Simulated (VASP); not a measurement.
# CeO3 (ReO3 type) (Pm-3m) in VASP: notebook

CeO3 (ReO3 type) is run at these levels: PBE; tasks: single point.

All numbers are computed with VASP 6.6.1; they aren't measurements. Logs are shortened: lines on timing, memory, paths and dates and some standing lists are left out, and cuts for length are marked.

## (1) The cell of the first run

It takes space group Pm-3m (No. 221, cubic). Conventional cell: a = 4.309 Å, b = 4.309 Å, c = 4.309 Å, α = 90.00°, β = 90.00°, γ = 90.00°. Within 2.9 Å of Ce (site symmetry m-3m) lie 6 O at 2.15 Å. Within 2.9 Å of O (site symmetry 4/mmm) lie 2 Ce at 2.15 Å.

## (2) Single point, PBE

File INCAR:

```
SYSTEM = CeO3
PREC = Accurate
ENCUT = 520
EDIFF = 1E-6
ISMEAR = -1
SIGMA = 0.06122561905347299
LREAL = .FALSE.
LASPH = .TRUE.
NELM = 80
ALGO = Normal
ISIF = 2
LWAVE = .FALSE.
LCHARG = .FALSE.
GGA = PE
NBANDS = 23
```

File KPOINTS:

```
regular mesh
0
G
  9 9 9
  0 0 0
```

File POSCAR:

```
CeO3
1.0
    4.3094797706      0.0000000000      0.0000000000
    0.0000000000      4.3094797706      0.0000000000
    0.0000000000      0.0000000000      4.3094797706
Ce O
1 3
Direct
    0.0000000000      0.0000000000      0.0000000000
    0.5000000000      0.0000000000      0.0000000000
    0.0000000000      0.5000000000      0.0000000000
    0.0000000000      0.0000000000      0.5000000000
```

Potentials or basis: VASP PAW PBE potentials, release 64 (Ce, O).

The run is started by

```bash
> cat potpaw_PBE.64/Ce/POTCAR potpaw_PBE.64/O/POTCAR > POTCAR
> mpirun -np 1 vasp_std > vasp.out
```

OUTCAR:

```text
SYSTEM = CeO3
   PREC = Accurate
   ENCUT = 520
   EDIFF = 1E-6
   ISMEAR = -1
   LREAL = .FALSE.
   LASPH = .TRUE.
   NELM = 80
   ISIF = 2
   GGA = PE

 ion  position               nearest neighbor table
   1  0.000  0.000  0.000-   2 2.15   3 2.15   4 2.15   4 2.15   3 2.15   2 2.15
   2  0.500  0.000  0.000-   1 2.15   1 2.15
   3  0.000  0.500  0.000-   1 2.15   1 2.15
   4  0.000  0.000  0.500-   1 2.15   1 2.15

  LATTYP: Found a simple cubic cell.
 ALAT       =     4.3094797706

  Lattice vectors:

 A1 = (   4.3094797706,   0.0000000000,   0.0000000000)
 A2 = (   0.0000000000,   4.3094797706,   0.0000000000)
 A3 = (   0.0000000000,   0.0000000000,   4.3094797706)

Analysis of symmetry for initial positions (statically):
=====================================================================
 Subroutine PRICEL returns:
 Original cell was already a primitive cell.

 Routine SETGRP: Setting up the symmetry group for a
 simple cubic supercell.

 Subroutine GETGRP returns: Found 48 space group operations
 (whereof 48 operations were pure point group operations)
 out of a pool of 48 trial point group operations.

The static configuration has the point symmetry O_h .

Analysis of symmetry for dynamics (positions and initial velocities):
=====================================================================
 Subroutine PRICEL returns:
 Original cell was already a primitive cell.

 Routine SETGRP: Setting up the symmetry group for a
 simple cubic supercell.

 Subroutine GETGRP returns: Found 48 space group operations
 (whereof 48 operations were pure point group operations)
 out of a pool of 48 trial point group operations.

The dynamic configuration has the point symmetry O_h .

 Subroutine INISYM returns: Found 48 space group operations
 (whereof 48 operations are pure point group operations),
 and found     1 'primitive' translations

----------------------------------------------------------------------------------------

                                     Primitive cell

  volume of cell :      80.0340

  direct lattice vectors                    reciprocal lattice vectors
     4.309479771  0.000000000  0.000000000     0.232046570  0.000000000  0.000000000
     0.000000000  4.309479771  0.000000000     0.000000000  0.232046570  0.000000000
     0.000000000  0.000000000  4.309479771     0.000000000  0.000000000  0.232046570

  length of vectors
     4.309479771  4.309479771  4.309479771     0.232046570  0.232046570  0.232046570

  position of ions in fractional coordinates (direct lattice)
     0.000000000  0.000000000  0.000000000
     0.500000000  0.000000000  0.000000000
     0.000000000  0.500000000  0.000000000
     0.000000000  0.000000000  0.500000000

  ion indices of the primitive-cell ions
   primitive index   ion index
                 1           1
                 2           2
                 3           3
                 4           4

----------------------------------------------------------------------------------------

 KPOINTS: regular mesh

Automatic generation of k-mesh.
 Grid dimensions read from file:
 generate k-points for:    9    9    9

 Generating k-lattice:

  Cartesian coordinates                     Fractional coordinates (reciprocal lattice)
     0.025782952  0.000000000  0.000000000     0.111111111  0.000000000  0.000000000
     0.000000000  0.025782952  0.000000000     0.000000000  0.111111111  0.000000000
     0.000000000  0.000000000  0.025782952     0.000000000  0.000000000  0.111111111

  Length of vectors
     0.025782952  0.025782952  0.025782952

  Shift w.r.t. Gamma in fractional coordinates (k-lattice)
     0.000000000  0.000000000  0.000000000

 Subroutine IBZKPT returns following result:
 ===========================================

 Found     35 irreducible k-points:

 Following reciprocal coordinates:
            Coordinates               Weight
  0.000000  0.000000  0.000000      1.000000
  0.111111  0.000000  0.000000      6.000000
  0.222222  0.000000  0.000000      6.000000
  0.333333  0.000000  0.000000      6.000000
  0.444444  0.000000  0.000000      6.000000
  0.111111  0.111111  0.000000     12.000000
[... 16 lines left out ...]
  0.333333  0.333333  0.111111     24.000000
  0.444444  0.333333  0.111111     48.000000
 [... further k-points ...]
   k-points           NKPTS =     35   k-points in BZ     NKDIM =     35   number of bands    NBANDS=     23
   number of dos      NEDOS =    301   number of ions     NIONS =      4
   total plane-waves  NPLWV =  32768
   dimension x,y,z NGX =    32 NGY =   32 NGZ =   32
   dimension x,y,z NGXF=    64 NGYF=   64 NGZF=   64
   ions per type =               1   3
   NGX,Y,Z   is equivalent  to a cutoff of  12.34, 12.34, 12.34 a.u.
   NGXF,Y,Z  is equivalent  to a cutoff of  24.69, 24.69, 24.69 a.u.
 SYSTEM =  CeO3
   PREC   = accura    normal or accurate (medium, high low for compatibility)
   ISTART =      0    job   : 0-new  1-cont  2-samecut
   ICHARG =      2    charge: 1-file 2-atom 10-const
   ISPIN  =      1    spin polarized calculation?
   LNONCOLLINEAR =      F non collinear calculations
   LSORBIT =      F    spin-orbit coupling
   LASPH  =      T    aspherical Exc in radial PAW
   ENCUT  =  520.0 eV  38.22 Ry    6.18 a.u.   8.01  8.01  8.01*2*pi/ulx,y,z
   NELM   =     80;   NELMIN=  2; NELMDL= -5     # of ELM steps
   EDIFF  = 0.1E-05   stopping-criterion for ELM
   LREAL  =      F    real-space projection
   EDIFFG = 0.1E-04   stopping-criterion for IOM
   NSW    =      0    number of steps for IOM
   IBRION =     -1    ionic relax: 0-MD 1-quasi-New 2-CG
   NFREE  =      0    steps in history (QN), initial steepest desc. (CG)
   ISIF   =      2    stress and relaxation
   ISYM   =      2    0-nonsym 1-usesym 2-fastsym
   POTIM  = 0.5000    time-step for ionic-motion
   TEBEG  =    0.0;   TEEND  =   0.0 temperature during run
   PSTRESS=    0.0 pullay stress
   NELECT =      30.0000    total number of electrons
   NUPDOWN=      -1.0000    fix difference up-down
   EMIN   =  10.00;   EMAX   =-10.00  energy-range for DOS
   EFERMI =   0.00;   METHOD = LEGACY
   ISMEAR =    -1;   SIGMA  =   0.06  broadening in eV -4-tet -1-fermi 0-gaus
   EFERMI_NEDOS =   21; number of points for ismear=-14 and -15
   IALGO  =     38    algorithm
   IMIX   =      4    mixing-type and parameters
     AMIX     =   0.40;   BMIX     =  1.00
     AMIX_MAG =   1.60;   BMIX_MAG =  1.00
  volume/ion in A,a.u.               =      20.01       135.02
  Fermi-wavevector in a.u.,A,eV,Ry     =   1.180385  2.230604 18.957121  1.393309
  Thomas-Fermi vector in A             =   2.316678
   LORBIT       =      0    0 simple, 1 ext, 2 COOP (PROOUT), +10 PAW based schemes
   GGA     = PE    functional components
   LHFCALC =     F    Hartree Fock is set to
   AEXX    =    0.0000 exact exchange contribution
   IVDW    =     0    specifies the selected vdW correction
   LEPSILON=     F    determine dielectric tensor
   LRPA    =     F    only Hartree local field effects (RPA)
 non-spin polarized calculation
  energy-cutoff  :      520.00
  volume of cell :       80.03
 maximum number of plane-waves:      2200
   NGX = 17   NGY = 17   NGZ = 17

 number of electron      29.9999977 magnetization

 Free energy of the ion-electron system (eV)
  ---------------------------------------------------
  ext. energy  EPLUGINS =         0.00000000
  ---------------------------------------------------
  free energy    TOTEN  =       -27.70553538 eV

  energy without entropy =      -27.61000416  energy(sigma->0) =      -27.65776977

 E-fermi :  -0.8172     XC(G=0):  -8.1622

 val. band max:       -0.8300658958   @ k =   0.4444   0.4444   0.0000
 cond. band min:      -0.8165117160   @ k =   0.3333   0.1111   0.1111
 fundamental gap:      0.0135541798
 Fermi energy:        -0.8172287715

 k-point     1 :       0.0000    0.0000    0.0000
  band No.  band energies     occupation
      1     -32.6829      2.00000
      2     -16.8780      2.00000
      3     -16.8780      2.00000
      4     -16.3086      2.00000
      5     -15.8827      2.00000
      6     -15.8827      2.00000
[... 15 lines left out ...]
     22       3.3598      0.00000
     23       3.3598      0.00000

 k-point     2 :       0.1111    0.0000    0.0000
  band No.  band energies     occupation
      1     -32.6785      2.00000
      2     -17.3997      2.00000
      3     -16.8773      2.00000
      4     -16.4757      2.00000
      5     -15.8790      2.00000
      6     -15.8790      2.00000
[... 15 lines left out ...]
     22       3.3436      0.00000
     23       3.3436      0.00000

 k-point     3 :       0.2222    0.0000    0.0000
  band No.  band energies     occupation
      1     -32.6670      2.00000
      2     -18.1258      2.00000
      3     -16.8754      2.00000
      4     -16.4976      2.00000
      5     -15.8696      2.00000
      6     -15.8696      2.00000
[... 15 lines left out ...]
     22       3.3171      0.00000
     23       3.3171      0.00000

 k-point     4 :       0.3333    0.0000    0.0000
  band No.  band energies     occupation
      1     -32.6539      2.00000
      2     -18.6538      2.00000
      3     -16.8731      2.00000
      4     -16.4994      2.00000
      5     -15.8588      2.00000
      6     -15.8588      2.00000
[... 15 lines left out ...]
     22       3.2997      0.00000
     23       3.2997      0.00000

 k-point     5 :       0.4444    0.0000    0.0000
  band No.  band energies     occupation
      1     -32.6452      2.00000
      2     -18.9266      2.00000
      3     -16.8714      2.00000
      4     -16.4986      2.00000
      5     -15.8516      2.00000
      6     -15.8516      2.00000
[... 434 lines left out ...]
 k-point    22 :       0.4444    0.2222    0.1111
  band No.  band energies     occupation
      1     -32.6246      2.00000
      2     -18.9172      2.00000
      3     -18.1041      2.00000
      4     -17.3343      2.00000
      5     -15.0322      2.00000
      6     -13.8431      2.00000
[... 15 lines left out ...]
     22       2.6573      0.00000
     23       3.0053      0.00000

 k-point    23 :       0.3333    0.3333    0.1111
  band No.  band energies     occupation
      1     -32.6200      2.00000
      2     -18.6550      2.00000
      3     -18.6198      2.00000
      4     -17.3362      2.00000
      5     -15.0278      2.00000
      6     -12.7924      2.00000
[... 15 lines left out ...]
     22       2.4390      0.00000
     23       2.9862      0.00000

 k-point    24 :       0.4444    0.3333    0.1111
  band No.  band energies     occupation
      1     -32.6113      2.00000
      2     -18.9112      2.00000
      3     -18.6333      2.00000
      4     -17.3339      2.00000
      5     -15.0217      2.00000
      6     -12.7294      2.00000
[... 15 lines left out ...]
     22       2.4222      0.00000
     23       2.9722      0.00000

 [... further k-points ...]
[... 5 lines left out ...]
  --------------------------------------------------------------------------------------
  -------------------------------------------------------------------------------------
  Total        0.4655147      0.4655147      0.4655147     -0.0000000     -0.0000000      0.0000000
  in kB        9.3190023      9.3190023      9.3190023     -0.0000000     -0.0000000      0.0000000
  external PRESSURE =       9.3190023 kB  Pullay stress =       0.0000000 kB

 VOLUME and BASIS-vectors are now :
 -----------------------------------------------------------------------------
  energy-cutoff  :      520.00
  volume of cell :       80.03
      direct lattice vectors                 reciprocal lattice vectors
     4.309479771  0.000000000  0.000000000     0.232046570  0.000000000  0.000000000
     0.000000000  4.309479771  0.000000000     0.000000000  0.232046570  0.000000000
     0.000000000  0.000000000  4.309479771     0.000000000  0.000000000  0.232046570

 POSITION                                       TOTAL-FORCE (eV/Angst)
 -----------------------------------------------------------------------------------
      0.00000      0.00000      0.00000         0.000000      0.000000      0.000000
      2.15474      0.00000      0.00000         0.000000      0.000000      0.000000
      0.00000      2.15474      0.00000         0.000000      0.000000      0.000000
      0.00000      0.00000      2.15474         0.000000      0.000000      0.000000
 -----------------------------------------------------------------------------------
    total drift:                                0.000000      0.000000     -0.000000

  FREE ENERGIE OF THE ION-ELECTRON SYSTEM (eV)
  ---------------------------------------------------
  free  energy   TOTEN  =       -27.7055353796 eV

  energy  without entropy=      -27.6100041634  energy(sigma->0) =      -27.65776977
```

Wall time 55 s (1 thread of Intel Xeon Platinum 8488C (Sapphire Rapids), shared host); peak memory 0.22 GiB.

Results:

| Quantity | Value |
| --- | --- |
| Free energy | -27.7055 eV |
| Pressure | 0.9 GPa |
| Band gap on the k mesh | zero (band 15 reaches -0.37 eV, above the bottom of band 16 at -1.08 eV) |

Caveat: spin-orbit coupling is left out, which moves the levels of the heavy elements; the run has no spin polarisation, though such a crystal can be magnetic; without U or exact exchange the open f shell lies at the Fermi level, which spoils levels, moments and volumes. With open d or f shells a metallic result of PBE can be an artefact of self-interaction; +U or a hybrid may open a gap.

## (3) Single point, PBE

This run uses another cell than the first one, of 20.42 Å³/atom, 1.020 times its volume.

Changes to INCAR since step 2:

```diff
@@ -12,4 +12,6 @@
 LWAVE = .FALSE.
-LCHARG = .FALSE.
+LCHARG = .TRUE.
 GGA = PE
+LELF = .TRUE.
+LVHAR = .TRUE.
 NBANDS = 23
```

File KPOINTS:

```
Automatic mesh
0
G
  9 9 9
  0 0 0
```

File POSCAR:

```
CeO3
1.0
    4.3385987605      0.0000000000      0.0000000000
    0.0000000000      4.3385987605      0.0000000000
    0.0000000000      0.0000000000      4.3385987605
Ce O
1 3
Direct
    0.0000000000      0.0000000000      0.0000000000
    0.5000000000      0.0000000000      0.0000000000
    0.0000000000      0.5000000000      0.0000000000
    0.0000000000      0.0000000000      0.5000000000
```

Potentials or basis: VASP PAW PBE potentials, release 64 (Ce, O).

The run is started by

```bash
> cat potpaw_PBE.64/Ce/POTCAR potpaw_PBE.64/O/POTCAR > POTCAR
> mpirun -np 1 vasp_std > vasp.out
```

It took 62 s on 1 thread of Intel Xeon Platinum 8488C (Sapphire Rapids), shared host; peak memory 0.22 GiB.

Results (log left out):

```
Free energy            : -27.7118 eV
Pressure               : -0.1 GPa
Band gap on the k mesh : zero (band 15 reaches -0.55 eV, above the bottom of band 16 at -1.20 eV)
```

Levels at points of the mesh, in eV from the Fermi level:
| k point | band 11 | band 12 | band 13 | band 14 | band 15 | band 16 | band 17 | band 18 | band 19 | band 20 |
| --- | --- | --- | --- | --- | --- | --- | --- | --- | --- | --- |
| (0.00, 0.00, 0.00) | -0.72 | -0.72 | -0.72 | 0.40 | 0.40 | 0.40 | 2.65 | 3.15 | 3.15 | 3.15 |

Caveat: spin-orbit coupling is left out, which moves the levels of the heavy elements; the run has no spin polarisation, though such a crystal can be magnetic; without U or exact exchange the open f shell lies at the Fermi level, which spoils levels, moments and volumes.

## (4) Single point, PBE

This run uses another cell than the first one, of 20.42 Å³/atom, 1.020 times its volume.

File INCAR:

```
PREC = Accurate ; ENCUT = 520
EDIFF = 1E-7 ; ISMEAR = -1
SIGMA = 0.06122561905347299 ; LREAL = F
LASPH = T ; NELM = 100
ALGO = Normal ; ISIF = 2
LWAVE = F ; LCHARG = F
GGA = PE ; NBANDS = 23
```

File KPOINTS:

```
Automatic mesh
0
Gamma
  9 9 9
```

POSCAR is that of step 3.

The run is started by

```bash
> cat potpaw_PBE.64/Ce/POTCAR potpaw_PBE.64/O/POTCAR > POTCAR
> mpirun -np 1 vasp_std > vasp.out
```

Run time: 68 s. Hardware: 1 thread of Intel Xeon Platinum 8488C (Sapphire Rapids), shared host; peak memory 0.22 GiB.

The run converged. Its results:

- Free energy: -27.7118 eV
- Pressure: -0.1 GPa
- Band gap on the k mesh: zero (band 15 reaches -0.55 eV, above the bottom of band 16 at -1.20 eV)

Levels at points of the mesh, in eV from the Fermi level:
```tsv
k point	band 11	band 12	band 13	band 14	band 15	band 16	band 17	band 18	band 19	band 20
(0.00, 0.00, 0.00)	-0.72	-0.72	-0.72	0.40	0.40	0.40	2.65	3.15	3.15	3.15
```

Caveat: spin-orbit coupling is left out, which moves the levels of the heavy elements; the run has no spin polarisation, though such a crystal can be magnetic; without U or exact exchange the open f shell lies at the Fermi level, which spoils levels, moments and volumes. With open d or f shells a metallic result of PBE can be an artefact of self-interaction; +U or a hybrid may open a gap.
